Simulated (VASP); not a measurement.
A run of VASP 6.6.1 is set up as follows.

POSCAR

```
Al3Cu
1.0
    2.7784054294      0.0000000000      0.0000000000
    0.0000000000      2.7784054294      0.0000000000
    0.0000000000      0.0000000000      7.5134034100
Al Cu
3 1
Direct
    0.0000000000      0.0000000000      0.5000000000
    0.5000000000      0.5000000000      0.2261155100
    0.5000000000      0.5000000000      0.7738844900
    0.0000000000      0.0000000000      0.0000000000
```

The input INCAR.step1:

```
SYSTEM = Al3Cu
PREC = Accurate ; ENCUT = 520
ISMEAR = 0 ; SIGMA = 0.1
LREAL = .False. ; LASPH = .True.
NELM = 100 ; NBANDS = 18
GGA = PE ; ALGO = Normal
EDIFF = 1E-4 ; LWAVE = .True.
LCHARG = .False.
```

File INCAR.step2:

```
SYSTEM = Al3Cu
PREC = Accurate ; ENCUT = 520
EDIFF = 1E-6 ; ISMEAR = 0
SIGMA = 0.1 ; LREAL = .False.
LASPH = .True. ; NELM = 100
ALGO = Normal ; ISIF = 2
LWAVE = .False. ; LCHARG = .False.
METAGGA = R2SCAN ; LMIXTAU = .True.
NBANDS = 18 ; ISTART = 1
```

File KPOINTS:

```
regular mesh
0
Gamma
  8 8 4
  0 0 0
```

Potentials or basis: VASP PAW PBE potentials, release 64 (Al, Cu).

The run is started by

```console
$ cat potpaw_PBE.64/Al/POTCAR potpaw_PBE.64/Cu/POTCAR > POTCAR
$ cp INCAR.step1 INCAR
$ mpirun -np 1 vasp_std > vasp.out
$ cp INCAR.step2 INCAR
$ mpirun -np 1 vasp_std > vasp.out
```

(1) Predict the pressure.

(2) What does it give for the largest force?

Answers

(1) 0.4 GPa.

(2) 0.108 eV/Å.

Caveat: the PAW data sets were made with another functional, which shifts forces and pressure a little.
